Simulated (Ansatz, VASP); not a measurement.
## Two plane-wave programs on BAs

```
B As
1.0
     2.12755    0.00000    0.00000
     0.00000    3.17406    0.00000
     0.00000    0.00000    4.95098
B As
1 1
Direct
  0.00000 0.50000 0.00000
  0.50000 0.50000 0.50000
```

Alike in both runs: functional PBE-based screened hybrid; k mesh 6 × 4 × 3; occupations fermi-dirac, width 0.05 eV; no spin polarisation.

|  | VASP | Ansatz |
| --- | --- | --- |
| version | VASP 6.6.1 | Ansatz 0.2.0 |
| potentials or method | VASP PAW PBE potentials, release 64 (B, As) | Ansatz PAW |
| plane-wave cutoff (eV) | 520 | 420 |
| valence electrons in the cell | 8 | 18 |
| task | single point | band structure |

```csv
,VASP,Ansatz,Ansatz less VASP
gap on the k mesh at the Fermi level (eV),none,none,-
pressure (GPa),6.5,6.5,+0.05
"traceless stress, the component that is largest in VASP (GPa)",29.22,29.28,+0.061
```

VASP's potentials were made for PBE, not for PBE-based screened hybrid. A gap of «none» marks a metal or a gap that the smearing closes. With one functional, cell and mesh, what is left measures potentials, basis and numerics. VASP's potentials hold 8 valence electrons a cell and Ansatz's 18, so a difference there can come from the potentials and not from the codes.

The k mesh is coarse, so the values compare programs but aren't converged.
